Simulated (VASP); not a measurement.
# TiCo (Pm-3m) in VASP: notebook

TiCo is run at these levels: PBE; tasks: single point.

Everything below comes from runs of VASP 6.6.1. Logs are shortened: lines on timing, memory, paths and dates and some standing lists are left out, and cuts for length are marked.

### 1 The cell of the first run

Symmetry: Pm-3m, No. 221, cubic system. Conventional cell: a = 3.015 Å, b = 3.015 Å, c = 3.015 Å, α = 90.00°, β = 90.00°, γ = 90.00°. Within 3.4 Å of Ti (site symmetry m-3m) lie 8 Co at 2.61 Å and 6 Ti at 3.02 Å. Within 3.4 Å of Co (site symmetry m-3m) lie 8 Ti at 2.61 Å and 6 Co at 3.02 Å.

### 2 Single point, PBE, collinear spin, ferromagnetic start (13.71 Å³/atom)

Input file INCAR:

```
SYSTEM = TiCo
ALGO = Normal ; EDIFF = 1E-6
ENCUT = 520 ; GGA = PE
ISIF = 2 ; ISMEAR = 0
ISPIN = 2 ; LASPH = .True.
LCHARG = .False. ; LMAXMIX = 4
LORBIT = 11 ; LREAL = .False.
LWAVE = .False. ; MAGMOM = 0 1.09
NBANDS = 22 ; NELM = 150
PREC = Accurate ; SIGMA = 0.1
```

Input file KPOINTS:

```
k-points
0
Gamma
  14 14 14
  0 0 0
```

Input file POSCAR:

```
TiCo
1.0
    3.0151494780      0.0000000000      0.0000000000
    0.0000000000      3.0151494780      0.0000000000
    0.0000000000      0.0000000000      3.0151494780
Ti Co
1 1
Direct
    0.0000000000      0.0000000000      0.0000000000
    0.5000000000      0.5000000000      0.5000000000
```

Potentials or basis: VASP PAW PBE potentials, release 64 (Ti_sv, Co).

The run is started by

```sh
> cat potpaw_PBE.64/Ti_sv/POTCAR potpaw_PBE.64/Co/POTCAR > POTCAR
> mpirun -np 1 vasp_std > vasp.out
```

OUTCAR:

```text
SYSTEM = TiCo
   EDIFF = 1E-6
   ENCUT = 520
   GGA = PE
   ISIF = 2
   ISMEAR = 0
   ISPIN = 2
   LASPH = .True.
   LORBIT = 11
   LREAL = .False.
   NELM = 150
   PREC = Accurate

 ion  position               nearest neighbor table
   1  0.000  0.000  0.000-   2 2.61   2 2.61   2 2.61   2 2.61   2 2.61   2 2.61   2 2.61   2 2.61

   2  0.500  0.500  0.500-   1 2.61   1 2.61   1 2.61   1 2.61   1 2.61   1 2.61   1 2.61   1 2.61

  LATTYP: Found a simple cubic cell.
 ALAT       =     3.0151494780

  Lattice vectors:

 A1 = (   3.0151494780,   0.0000000000,   0.0000000000)
 A2 = (   0.0000000000,   3.0151494780,   0.0000000000)
 A3 = (   0.0000000000,   0.0000000000,   3.0151494780)

Analysis of symmetry for initial positions (statically):
=====================================================================
 Subroutine PRICEL returns:
 Original cell was already a primitive cell.

 Routine SETGRP: Setting up the symmetry group for a
 simple cubic supercell.

 Subroutine GETGRP returns: Found 48 space group operations
 (whereof 48 operations were pure point group operations)
 out of a pool of 48 trial point group operations.

The static configuration has the point symmetry O_h .

Analysis of symmetry for dynamics (positions and initial velocities):
=====================================================================
 Subroutine PRICEL returns:
 Original cell was already a primitive cell.

 Routine SETGRP: Setting up the symmetry group for a
 simple cubic supercell.

 Subroutine GETGRP returns: Found 48 space group operations
 (whereof 48 operations were pure point group operations)
 out of a pool of 48 trial point group operations.

The dynamic configuration has the point symmetry O_h .

Analysis of structural, dynamic, and magnetic symmetry:
=====================================================================
 Subroutine PRICEL returns:
 Original cell was already a primitive cell.

 Routine SETGRP: Setting up the symmetry group for a
 simple cubic supercell.

 Subroutine GETGRP returns: Found 48 space group operations
 (whereof 48 operations were pure point group operations)
 out of a pool of 48 trial point group operations.

The overall configuration has the point symmetry O_h .

 Subroutine INISYM returns: Found 48 space group operations
 (whereof 48 operations are pure point group operations),
 and found     1 'primitive' translations

----------------------------------------------------------------------------------------

                                     Primitive cell

  volume of cell :      27.4111

  direct lattice vectors                    reciprocal lattice vectors
     3.015149478  0.000000000  0.000000000     0.331658516  0.000000000  0.000000000
     0.000000000  3.015149478  0.000000000     0.000000000  0.331658516  0.000000000
     0.000000000  0.000000000  3.015149478     0.000000000  0.000000000  0.331658516

  length of vectors
     3.015149478  3.015149478  3.015149478     0.331658516  0.331658516  0.331658516

  position of ions in fractional coordinates (direct lattice)
     0.000000000  0.000000000  0.000000000
     0.500000000  0.500000000  0.500000000

  ion indices of the primitive-cell ions
   primitive index   ion index
                 1           1
                 2           2

----------------------------------------------------------------------------------------

 KPOINTS: k-points

Automatic generation of k-mesh.
 Grid dimensions read from file:
 generate k-points for:   14   14   14

 Generating k-lattice:

  Cartesian coordinates                     Fractional coordinates (reciprocal lattice)
     0.023689894  0.000000000  0.000000000     0.071428571  0.000000000  0.000000000
     0.000000000  0.023689894  0.000000000     0.000000000  0.071428571  0.000000000
     0.000000000  0.000000000  0.023689894     0.000000000  0.000000000  0.071428571

  Length of vectors
     0.023689894  0.023689894  0.023689894

  Shift w.r.t. Gamma in fractional coordinates (k-lattice)
     0.000000000  0.000000000  0.000000000

 Subroutine IBZKPT returns following result:
 ===========================================

 Found    120 irreducible k-points:

 Following reciprocal coordinates:
            Coordinates               Weight
  0.000000  0.000000  0.000000      1.000000
  0.071429  0.000000  0.000000      6.000000
  0.142857  0.000000  0.000000      6.000000
  0.214286  0.000000  0.000000      6.000000
  0.285714  0.000000  0.000000      6.000000
  0.357143  0.000000  0.000000      6.000000
[... 16 lines left out ...]
  0.285714  0.214286  0.000000     24.000000
  0.357143  0.214286  0.000000     24.000000
 [... further k-points ...]
   k-points           NKPTS =    120   k-points in BZ     NKDIM =    120   number of bands    NBANDS=     22
   number of dos      NEDOS =    301   number of ions     NIONS =      2
   total plane-waves  NPLWV =  13824
   dimension x,y,z NGX =    24 NGY =   24 NGZ =   24
   dimension x,y,z NGXF=    48 NGYF=   48 NGZF=   48
   ions per type =               1   1
   NGX,Y,Z   is equivalent  to a cutoff of  13.23, 13.23, 13.23 a.u.
   NGXF,Y,Z  is equivalent  to a cutoff of  26.47, 26.47, 26.47 a.u.
 SYSTEM =  TiCo
   PREC   = accura    normal or accurate (medium, high low for compatibility)
   ISTART =      0    job   : 0-new  1-cont  2-samecut
   ICHARG =      2    charge: 1-file 2-atom 10-const
   ISPIN  =      2    spin polarized calculation?
   LNONCOLLINEAR =      F non collinear calculations
   LSORBIT =      F    spin-orbit coupling
   LASPH  =      T    aspherical Exc in radial PAW
   ENCUT  =  520.0 eV  38.22 Ry    6.18 a.u.   5.61  5.61  5.61*2*pi/ulx,y,z
   NELM   =    150;   NELMIN=  2; NELMDL= -5     # of ELM steps
   EDIFF  = 0.1E-05   stopping-criterion for ELM
   LREAL  =      F    real-space projection
   EDIFFG = 0.1E-04   stopping-criterion for IOM
   NSW    =      0    number of steps for IOM
   IBRION =     -1    ionic relax: 0-MD 1-quasi-New 2-CG
   NFREE  =      0    steps in history (QN), initial steepest desc. (CG)
   ISIF   =      2    stress and relaxation
   ISYM   =      2    0-nonsym 1-usesym 2-fastsym
   POTIM  = 0.5000    time-step for ionic-motion
   TEBEG  =    0.0;   TEEND  =   0.0 temperature during run
   PSTRESS=    0.0 pullay stress
   NELECT =      21.0000    total number of electrons
   NUPDOWN=      -1.0000    fix difference up-down
   EMIN   =  10.00;   EMAX   =-10.00  energy-range for DOS
   EFERMI =   0.00;   METHOD = LEGACY
   ISMEAR =     0;   SIGMA  =   0.10  broadening in eV -4-tet -1-fermi 0-gaus
   EFERMI_NEDOS =   21; number of points for ismear=-14 and -15
   IALGO  =     38    algorithm
   IMIX   =      4    mixing-type and parameters
     AMIX     =   0.40;   BMIX     =  1.00
     AMIX_MAG =   1.60;   BMIX_MAG =  1.00
  volume/ion in A,a.u.               =      13.71        92.49
  Fermi-wavevector in a.u.,A,eV,Ry     =   1.497979  2.830770 30.530675  2.243941
  Thomas-Fermi vector in A             =   2.609797
   LORBIT       =     11    0 simple, 1 ext, 2 COOP (PROOUT), +10 PAW based schemes
   GGA     = PE    functional components
   LHFCALC =     F    Hartree Fock is set to
   AEXX    =    0.0000 exact exchange contribution
   IVDW    =     0    specifies the selected vdW correction
   LEPSILON=     F    determine dielectric tensor
   LRPA    =     F    only Hartree local field effects (RPA)
 spin polarized calculation
 Gauss-broadening in eV      SIGMA  =   0.10
  energy-cutoff  :      520.00
  volume of cell :       27.41
 maximum number of plane-waves:       756
 NGX is ok and might be reduce to    24
   NGX = 11   NGY = 11   NGZ = 11

 number of electron      20.9999992 magnetization       0.8989857

 Free energy of the ion-electron system (eV)
  ---------------------------------------------------
  ext. energy  EPLUGINS =         0.00000000
  ---------------------------------------------------
  free energy    TOTEN  =       -15.66486089 eV

  energy without entropy =      -15.65559679  energy(sigma->0) =      -15.66022884

 E-fermi :   9.5375     XC(G=0): -12.4208

 val. band max:        9.5257725827   @ k =   0.3571   0.3571   0.0714
 cond. band min:       9.5487875356   @ k =   0.3571   0.0000   0.0000
 fundamental gap:      0.0230149529
 Fermi energy:         9.5375053721

 spin component 1

 k-point     1 :       0.0000    0.0000    0.0000
  band No.  band energies     occupation
      1     -47.6287      1.00000
      2     -23.7289      1.00000
      3     -23.7289      1.00000
      4     -23.7289      1.00000
      5       1.9965      1.00000
      6       5.4943      1.00000
[... 14 lines left out ...]
     21      28.2630      0.00000
     22      30.2749      0.00000
[... 552 lines left out ...]
  band No.  band energies     occupation
      1     -47.5961      1.00000
      2     -23.9331      1.00000
      3     -23.8110      1.00000
      4     -23.7033      1.00000
      5       4.6771      1.00000
      6       6.0666      1.00000
[... 14 lines left out ...]
     21      27.3246      0.00000
     22      28.6873      0.00000

 [... further k-points ...]

 spin component 2

 k-point     1 :       0.0000    0.0000    0.0000
  band No.  band energies     occupation
      1     -47.6591      1.00000
      2     -23.7604      1.00000
      3     -23.7604      1.00000
      4     -23.7604      1.00000
      5       1.9779      1.00000
      6       6.2147      1.00000
[... 14 lines left out ...]
     21      28.4274      0.00000
     22      30.1399      0.00000
[... 552 lines left out ...]
  band No.  band energies     occupation
      1     -47.6262      1.00000
      2     -23.9669      1.00000
      3     -23.8436      1.00000
      4     -23.7346      1.00000
      5       4.7364      1.00000
      6       6.6203      1.00000
[... 14 lines left out ...]
     21      27.2162      0.00000
     22      28.7452      0.00000

 [... further k-points ...]

------------------------ aborting loop because EDIFF is reached ----------------------------------------

  FORCE on cell =-STRESS in cart. coord.  units (eV):
  Direction    XX          YY          ZZ          XY          YZ          ZX
  --------------------------------------------------------------------------------------
  -------------------------------------------------------------------------------------
  Total       -0.8345113     -0.8345113     -0.8345113      0.0000000     -0.0000000     -0.0000000
  in kB      -48.7771315    -48.7771315    -48.7771315      0.0000000     -0.0000000     -0.0000000
  external PRESSURE =     -48.7771315 kB  Pullay stress =       0.0000000 kB

 VOLUME and BASIS-vectors are now :
 -----------------------------------------------------------------------------
  energy-cutoff  :      520.00
  volume of cell :       27.41
      direct lattice vectors                 reciprocal lattice vectors
     3.015149478  0.000000000  0.000000000     0.331658516  0.000000000  0.000000000
     0.000000000  3.015149478  0.000000000     0.000000000  0.331658516  0.000000000
     0.000000000  0.000000000  3.015149478     0.000000000  0.000000000  0.331658516

 POSITION                                       TOTAL-FORCE (eV/Angst)
 -----------------------------------------------------------------------------------
      0.00000      0.00000      0.00000         0.000000      0.000000      0.000000
      1.50757      1.50757      1.50757         0.000000      0.000000      0.000000
 -----------------------------------------------------------------------------------
    total drift:                                0.000000      0.000000     -0.000000

  FREE ENERGIE OF THE ION-ELECTRON SYSTEM (eV)
  ---------------------------------------------------
  free  energy   TOTEN  =       -15.6648608924 eV

  energy  without entropy=      -15.6555967866  energy(sigma->0) =      -15.66022884

 total charge

# of ion       s       p       d       tot
------------------------------------------
    1        2.241   6.170   1.835  10.246
    2        0.515   0.443   7.281   8.240
--------------------------------------------------
tot          2.756   6.614   9.115  18.485

 magnetization (x)

# of ion       s       p       d       tot
------------------------------------------
    1       -0.003  -0.014  -0.035  -0.052
    2        0.029  -0.006   0.988   1.011
--------------------------------------------------
tot          0.026  -0.020   0.953   0.959
```

Run time: 2.6 min. Hardware: 1 thread of Intel Xeon 8259CL, shared host; peak memory 0.24 GiB.

What came out:

* Free energy: -15.6649 eV
* Pressure: -4.9 GPa
* Net moment: 0.90 μB per cell
* Site moments: Ti -0.05; Co +1.01 μB
* Valence electrons inside the program's atomic spheres: Ti 10.25; Co 8.24

Levels at points of the mesh, in eV from the Fermi level:
Spin up:
```csv
k point,band 8,band 9,band 10,band 11,band 12,band 13,band 14,band 15
"(0.00, 0.00, 0.00)",-1.84,-1.84,-1.84,0.46,0.46,2.59,2.59,2.59
"(0.50, 0.00, 0.00)",-1.95,-1.95,-1.51,-0.68,-0.61,0.68,0.68,2.19
"(0.50, 0.50, 0.00)",-2.64,-1.54,-0.81,0.62,0.62,1.08,2.36,2.36
"(0.50, 0.50, 0.50)",-1.97,-1.97,-1.97,-1.52,-1.52,3.11,3.11,6.69
```
Spin down:
```tsv
k point	band 8	band 9	band 10	band 11	band 12	band 13
(0.00, 0.00, 0.00)	-1.24	-1.24	-1.24	1.04	1.04	2.68
(0.50, 0.00, 0.00)	-1.32	-1.32	-0.82	-0.74	0.62	0.67
(0.50, 0.50, 0.00)	-2.17	0.08	0.34	0.57	0.57	1.23
(0.50, 0.50, 0.50)	-1.99	-1.99	-1.99	0.11	0.11	3.02
```

Caveat: the cell stands under tension.

[end of part 1 of 2]
